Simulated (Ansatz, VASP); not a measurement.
# RhN: VASP beside Ansatz

The input INCAR:

```
SYSTEM = RhN
PREC     = Accurate       ! precision mode
ENCUT    = 520            ! plane-wave cutoff, eV
EDIFF    = 1E-6           ! SCF threshold, eV
ISMEAR   = 0              ! smearing method
SIGMA    = 0.05           ! smearing width, eV
LREAL    = .FALSE.        ! projectors in reciprocal space
LASPH    = .TRUE.         ! aspherical terms in the spheres
NELM     = 60             ! most SCF steps
ALGO     = Normal         ! electronic algorithm
ISIF     = 2              ! what is computed and relaxed
LWAVE    = .FALSE.        ! write WAVECAR
LCHARG   = .FALSE.        ! write CHGCAR
GGA      = PE             ! functional
NBANDS   = 17             ! bands
```

KPOINTS

```
Automatic mesh
0
G
  12 12 12
  0 0 0
```

File POSCAR:

```
RhN
1.0
    0.0000000000      2.3520500650      2.3520500650
    2.3520500650      0.0000000000      2.3520500650
    2.3520500650      2.3520500650      0.0000000000
Rh N
1 1
Direct
    0.0000000000      0.0000000000      0.0000000000
    0.2500000000      0.2500000000      0.2500000000
```

Input for Ansatz:

```yaml
crystal:
  lattice:
    - [0.0, 2.352050065, 2.352050065]
    - [2.352050065, 0.0, 2.352050065]
    - [2.352050065, 2.352050065, 0.0]
  atoms:
    - { symbol: Rh, position: [0.0, 0.0, 0.0] }
    - { symbol: "N", position: [0.25, 0.25, 0.25] }
basis:
  ecutwfc: 420
  ecutrho_ratio: 4
kpoints:
  mp_grid: { grid: [12, 12, 12] }
hamiltonian:
  xc: pbe
scf:
  occupations: { method: gaussian, width: 0.05 }
output:
  forces: true
  stress: true
  eigenvalues: true
```

Alike in both runs: task single point; functional PBE; k mesh 12 × 12 × 12; occupations gaussian, width 0.05 eV; no spin polarisation.

|  | VASP | Ansatz |
| --- | --- | --- |
| version | VASP 6.6.1 | Ansatz 0.2.0 |
| potentials or method | VASP PAW PBE potentials, release 64 (Rh_pv, N), cutoff 520 eV | scalar-relativistic, plane waves, PAW |
| valence electrons in the cell | 20 | 22 |

|  | VASP | Ansatz | Ansatz less VASP |
| --- | --- | --- | --- |
| gap on the k mesh at the Fermi level (eV) | none | none | - |
| pressure (GPa) | -12.7 | -12.8 | -0.03 |

A gap of «none» marks a metal or a gap that the smearing closes. VASP's potentials hold 20 valence electrons a cell and Ansatz's 22, so a difference there can come from the potentials and not from the codes.
